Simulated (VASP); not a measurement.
# ZnO (Fm-3m) in VASP: single point with r2SCAN

Aim: the single point of ZnO with r2SCAN.

Everything below comes from runs of VASP 6.6.1. Logs are shortened: lines on timing, memory, paths and dates and some standing lists are left out, and cuts for length are marked.

### 1 The cell of the first run

It takes space group Fm-3m (No. 225, cubic). The conventional cell has a = 4.196 Å, b = 4.196 Å, c = 4.196 Å, α = 90.00°, β = 90.00°, γ = 90.00°. Within 2.8 Å of Zn (site symmetry m-3m) lie 6 O at 2.10 Å. O (site symmetry m-3m) has 6 Zn at 2.10 Å within 2.8 Å.

### 2 Single point, r2SCAN

POSCAR

```
ZnO
1.0
    0.0000000000      2.0979190241      2.0979190241
    2.0979190241      0.0000000000      2.0979190241
    2.0979190241      2.0979190241      0.0000000000
Zn O
1 1
Direct
    0.0000000000      0.0000000000      0.0000000000
    0.5000000000      0.5000000000      0.5000000000
```

INCAR.step1

```
SYSTEM = ZnO
  PREC = Accurate
  ENCUT = 1480
  ISMEAR = 0
  SIGMA = 0.1
  LREAL = .FALSE.
  LASPH = .TRUE.
  NELM = 120
  NBANDS = 16
  GGA = PE
  ALGO = Normal
  EDIFF = 1E-5
  LWAVE = .TRUE.
  LCHARG = .FALSE.
  GGA_COMPAT = .FALSE.
```

INCAR.step2

```
SYSTEM = ZnO
  PREC = Accurate
  ENCUT = 1480
  EDIFF = 1E-6
  ISMEAR = 0
  SIGMA = 0.1
  LREAL = .FALSE.
  LASPH = .TRUE.
  NELM = 120
  ALGO = Normal
  ISIF = 2
  LWAVE = .FALSE.
  LCHARG = .FALSE.
  METAGGA = R2SCAN
  LMIXTAU = .TRUE.
  NBANDS = 16
  ISTART = 1
  GGA_COMPAT = .FALSE.
```

KPOINTS

```
regular mesh
0
G
  8 8 8
  0 0 0
```

Potentials or basis: VASP PAW PBE potentials, release 64 (Zn, O_h).

Started as:

```
> cat potpaw_PBE.64/Zn/POTCAR potpaw_PBE.64/O_h/POTCAR > POTCAR
> cp INCAR.step1 INCAR
> mpirun -np 1 vasp_std > vasp.out
> cp INCAR.step2 INCAR
> mpirun -np 1 vasp_std > vasp.out
```

OUTCAR:

```text
SYSTEM = ZnO
   PREC = Accurate
   ENCUT = 1480
   EDIFF = 1E-6
   ISMEAR = 0
   LREAL = .FALSE.
   LASPH = .TRUE.
   NELM = 120
   ISIF = 2
   METAGGA = R2SCAN
   ISTART = 1

 ion  position               nearest neighbor table
   1  0.000  0.000  0.000-   2 2.10   2 2.10   2 2.10   2 2.10   2 2.10   2 2.10
   2  0.500  0.500  0.500-   1 2.10   1 2.10   1 2.10   1 2.10   1 2.10   1 2.10

  LATTYP: Found a face centered cubic cell.
 ALAT       =     4.1958380482

  Lattice vectors:

 A1 = (   0.0000000000,   2.0979190241,   2.0979190241)
 A2 = (   2.0979190241,   0.0000000000,   2.0979190241)
 A3 = (   2.0979190241,   2.0979190241,   0.0000000000)

Analysis of symmetry for initial positions (statically):
=====================================================================
 Subroutine PRICEL returns:
 Original cell was already a primitive cell.

 Routine SETGRP: Setting up the symmetry group for a
 face centered cubic supercell.

 Subroutine GETGRP returns: Found 48 space group operations
 (whereof 48 operations were pure point group operations)
 out of a pool of 48 trial point group operations.

The static configuration has the point symmetry O_h .

Analysis of symmetry for dynamics (positions and initial velocities):
=====================================================================
 Subroutine PRICEL returns:
 Original cell was already a primitive cell.

 Routine SETGRP: Setting up the symmetry group for a
 face centered cubic supercell.

 Subroutine GETGRP returns: Found 48 space group operations
 (whereof 48 operations were pure point group operations)
 out of a pool of 48 trial point group operations.

The dynamic configuration has the point symmetry O_h .

 Subroutine INISYM returns: Found 48 space group operations
 (whereof 48 operations are pure point group operations),
 and found     1 'primitive' translations

----------------------------------------------------------------------------------------

                                     Primitive cell

  volume of cell :      18.4670

  direct lattice vectors                    reciprocal lattice vectors
     0.000000000  2.097919024  2.097919024    -0.238331410  0.238331410  0.238331410
     2.097919024  0.000000000  2.097919024     0.238331410 -0.238331410  0.238331410
     2.097919024  2.097919024  0.000000000     0.238331410  0.238331410 -0.238331410

  length of vectors
     2.966905537  2.966905537  2.966905537     0.412802112  0.412802112  0.412802112

  position of ions in fractional coordinates (direct lattice)
     0.000000000  0.000000000  0.000000000
     0.500000000  0.500000000  0.500000000

  ion indices of the primitive-cell ions
   primitive index   ion index
                 1           1
                 2           2

----------------------------------------------------------------------------------------

 KPOINTS: regular mesh

Automatic generation of k-mesh.
 Grid dimensions read from file:
 generate k-points for:    8    8    8

 Generating k-lattice:

  Cartesian coordinates                     Fractional coordinates (reciprocal lattice)
    -0.029791426  0.029791426  0.029791426     0.125000000  0.000000000  0.000000000
     0.029791426 -0.029791426  0.029791426     0.000000000  0.125000000  0.000000000
     0.029791426  0.029791426 -0.029791426     0.000000000  0.000000000  0.125000000

  Length of vectors
     0.051600264  0.051600264  0.051600264

  Shift w.r.t. Gamma in fractional coordinates (k-lattice)
     0.000000000  0.000000000  0.000000000

 Subroutine IBZKPT returns following result:
 ===========================================

 Found     29 irreducible k-points:

 Following reciprocal coordinates:
            Coordinates               Weight
  0.000000  0.000000  0.000000      1.000000
  0.125000  0.000000  0.000000      8.000000
  0.250000  0.000000  0.000000      8.000000
  0.375000  0.000000  0.000000      8.000000
  0.500000  0.000000  0.000000      4.000000
  0.125000  0.125000  0.000000      6.000000
[... 16 lines left out ...]
  0.500000  0.250000  0.125000     48.000000
 -0.375000  0.250000  0.125000     24.000000
 [... further k-points ...]
   k-points           NKPTS =     29   k-points in BZ     NKDIM =     29   number of bands    NBANDS=     16
   number of dos      NEDOS =    301   number of ions     NIONS =      2
   total plane-waves  NPLWV =  64000
   dimension x,y,z NGX =    40 NGY =   40 NGZ =   40
   dimension x,y,z NGXF=    80 NGYF=   80 NGZF=   80
   ions per type =               1   1
   NGX,Y,Z   is equivalent  to a cutoff of  22.41, 22.41, 22.41 a.u.
   NGXF,Y,Z  is equivalent  to a cutoff of  44.83, 44.83, 44.83 a.u.
 SYSTEM =  ZnO
   PREC   = accura    normal or accurate (medium, high low for compatibility)
   ISTART =      1    job   : 0-new  1-cont  2-samecut
   ICHARG =      0    charge: 1-file 2-atom 10-const
   ISPIN  =      1    spin polarized calculation?
   LNONCOLLINEAR =      F non collinear calculations
   LSORBIT =      F    spin-orbit coupling
   LASPH  =      T    aspherical Exc in radial PAW
   ENCUT  = 1480.0 eV 108.78 Ry   10.43 a.u.   9.31  9.31  9.31*2*pi/ulx,y,z
   NELM   =    120;   NELMIN=  2; NELMDL=  0     # of ELM steps
   EDIFF  = 0.1E-05   stopping-criterion for ELM
   LREAL  =      F    real-space projection
   EDIFFG = 0.1E-04   stopping-criterion for IOM
   NSW    =      0    number of steps for IOM
   IBRION =     -1    ionic relax: 0-MD 1-quasi-New 2-CG
   NFREE  =      0    steps in history (QN), initial steepest desc. (CG)
   ISIF   =      2    stress and relaxation
   ISYM   =      2    0-nonsym 1-usesym 2-fastsym
   POTIM  = 0.5000    time-step for ionic-motion
   TEBEG  =    0.0;   TEEND  =   0.0 temperature during run
   PSTRESS=    0.0 pullay stress
   NELECT =      18.0000    total number of electrons
   NUPDOWN=      -1.0000    fix difference up-down
   EMIN   =  10.00;   EMAX   =-10.00  energy-range for DOS
   EFERMI =   0.00;   METHOD = LEGACY
   ISMEAR =     0;   SIGMA  =   0.10  broadening in eV -4-tet -1-fermi 0-gaus
   EFERMI_NEDOS =   21; number of points for ismear=-14 and -15
   IALGO  =     38    algorithm
   IMIX   =      4    mixing-type and parameters
     AMIX     =   0.40;   BMIX     =  1.00
     AMIX_MAG =   1.60;   BMIX_MAG =  1.00
  volume/ion in A,a.u.               =       9.23        62.31
  Fermi-wavevector in a.u.,A,eV,Ry     =   1.623181  3.067367 35.847494  2.634717
  Thomas-Fermi vector in A             =   2.716673
   LORBIT       =      0    0 simple, 1 ext, 2 COOP (PROOUT), +10 PAW based schemes
   METAGGA = R2SCAN    functional components
   LHFCALC =     F    Hartree Fock is set to
   AEXX    =    0.0000 exact exchange contribution
   IVDW    =     0    specifies the selected vdW correction
   LEPSILON=     F    determine dielectric tensor
   LRPA    =     F    only Hartree local field effects (RPA)
 non-spin polarized calculation
 Gauss-broadening in eV      SIGMA  =   0.10
  energy-cutoff  :     1480.00
  volume of cell :       18.47
 maximum number of plane-waves:      2421
 NGX is ok and might be reduce to    40
   NGX = 19   NGY = 19   NGZ = 19

 number of electron      18.0000002 magnetization

 Free energy of the ion-electron system (eV)
  ---------------------------------------------------
  ext. energy  EPLUGINS =         0.00000000
  ---------------------------------------------------
  free energy    TOTEN  =       -17.92678655 eV

  energy without entropy =      -17.92678655  energy(sigma->0) =      -17.92678655

 E-fermi :   3.9392     XC(G=0): -13.4567

 val. band max:        3.4236454768   @ k =   0.5000   0.0000   0.0000
 cond. band min:       5.2302405571   @ k =   0.0000   0.0000   0.0000
 fundamental gap:      1.8065950803
 Fermi energy:         3.9392143645

 k-point     1 :       0.0000    0.0000    0.0000
  band No.  band energies     occupation
      1     -16.6893      2.00000
      2      -1.5841      2.00000
      3      -1.5841      2.00000
      4      -1.5841      2.00000
      5      -1.3746      2.00000
      6      -1.3746      2.00000
[... 8 lines left out ...]
     15      24.9354      0.00000
     16      24.9354      0.00000

 k-point     2 :       0.1250    0.0000    0.0000
  band No.  band energies     occupation
      1     -16.5059      2.00000
      2      -1.7630      2.00000
      3      -1.6988      2.00000
      4      -1.6988      2.00000
      5      -1.4745      2.00000
      6      -1.4745      2.00000
[... 8 lines left out ...]
     15      24.7006      0.00000
     16      24.7006      0.00000

 k-point     3 :       0.2500    0.0000    0.0000
  band No.  band energies     occupation
      1     -16.0255      2.00000
      2      -2.6789      2.00000
      3      -2.2126      2.00000
      4      -2.2126      2.00000
      5      -1.3385      2.00000
      6      -1.3385      2.00000
[... 8 lines left out ...]
     15      25.9348      0.00000
     16      25.9348      0.00000

 k-point     4 :       0.3750    0.0000    0.0000
  band No.  band energies     occupation
      1     -15.4756      2.00000
      2      -3.9585      2.00000
      3      -2.6349      2.00000
      4      -2.6349      2.00000
      5      -1.1834      2.00000
      6      -1.1834      2.00000
[... 8 lines left out ...]
     15      28.1984      0.00000
     16      28.1984      0.00000
[... 324 lines left out ...]
 k-point    22 :       0.3750    0.2500    0.1250
  band No.  band energies     occupation
      1     -15.7057      2.00000
      2      -3.2100      2.00000
      3      -2.2113      2.00000
      4      -2.0693      2.00000
      5      -1.3913      2.00000
      6      -1.1458      2.00000
[... 8 lines left out ...]
     15      29.4379      0.00000
     16      29.6484      0.00000

 k-point    23 :       0.5000    0.2500    0.1250
  band No.  band energies     occupation
      1     -15.2953      2.00000
      2      -3.6093      2.00000
      3      -2.5825      2.00000
      4      -2.3618      2.00000
      5      -1.2519      2.00000
      6      -1.0766      2.00000
[... 8 lines left out ...]
     15      28.6565      0.00000
     16      30.7931      0.00000

 k-point    24 :      -0.3750    0.2500    0.1250
  band No.  band energies     occupation
      1     -15.1128      2.00000
      2      -3.7787      2.00000
      3      -2.6755      2.00000
      4      -2.5753      2.00000
      5      -1.1446      2.00000
      6      -1.1113      2.00000
[... 8 lines left out ...]
     15      26.8139      0.00000
     16      31.6436      0.00000

 [... further k-points ...]

------------------------ aborting loop because EDIFF is reached ----------------------------------------

  FORCE on cell =-STRESS in cart. coord.  units (eV):
  Direction    XX          YY          ZZ          XY          YZ          ZX
  --------------------------------------------------------------------------------------
  -------------------------------------------------------------------------------------
  Total        1.4446473      1.4446473      1.4446473     -0.0000000      0.0000000     -0.0000000
  in kB      125.3361214    125.3361214    125.3361214     -0.0000000      0.0000000     -0.0000000
  external PRESSURE =     125.3361214 kB  Pullay stress =       0.0000000 kB

 VOLUME and BASIS-vectors are now :
 -----------------------------------------------------------------------------
  energy-cutoff  :     1480.00
  volume of cell :       18.47
      direct lattice vectors                 reciprocal lattice vectors
     0.000000000  2.097919024  2.097919024    -0.238331410  0.238331410  0.238331410
     2.097919024  0.000000000  2.097919024     0.238331410 -0.238331410  0.238331410
     2.097919024  2.097919024  0.000000000     0.238331410  0.238331410 -0.238331410

 POSITION                                       TOTAL-FORCE (eV/Angst)
 -----------------------------------------------------------------------------------
      0.00000      0.00000      0.00000        -0.000000      0.000000     -0.000000
      2.09792      2.09792      2.09792         0.000000     -0.000000      0.000000
 -----------------------------------------------------------------------------------
    total drift:                                0.000000     -0.000000     -0.000000

  FREE ENERGIE OF THE ION-ELECTRON SYSTEM (eV)
  ---------------------------------------------------
  free  energy   TOTEN  =       -17.9267865502 eV

  energy  without entropy=      -17.9267865502  energy(sigma->0) =      -17.92678655
```

Wall time 4.5 min (1 thread of AMD EPYC 7R43 (Zen 3), shared host); peak memory 0.25 GiB.

Results:

```
Free energy            : -17.9268 eV
Pressure               : 12.5 GPa
Band gap on the k mesh : 1.81 eV (least direct gap 3.46 eV)
```

Levels at points of the mesh, in eV from the valence-band top:
```csv
k point,band 7,band 8,band 9,band 10,band 11,band 12
"(0.00, 0.00, 0.00)",-1.65,-1.65,-1.65,1.81,19.15,19.15
"(0.50, 0.00, 0.00)",-3.69,0.00,0.00,6.28,10.54,14.08
"(0.50, 0.50, 0.00)",-4.06,-3.20,-3.20,5.28,12.04,12.07
```

Caveat: the cell stands under pressure; the PAW data sets were made with another functional, which shifts forces and pressure a little.
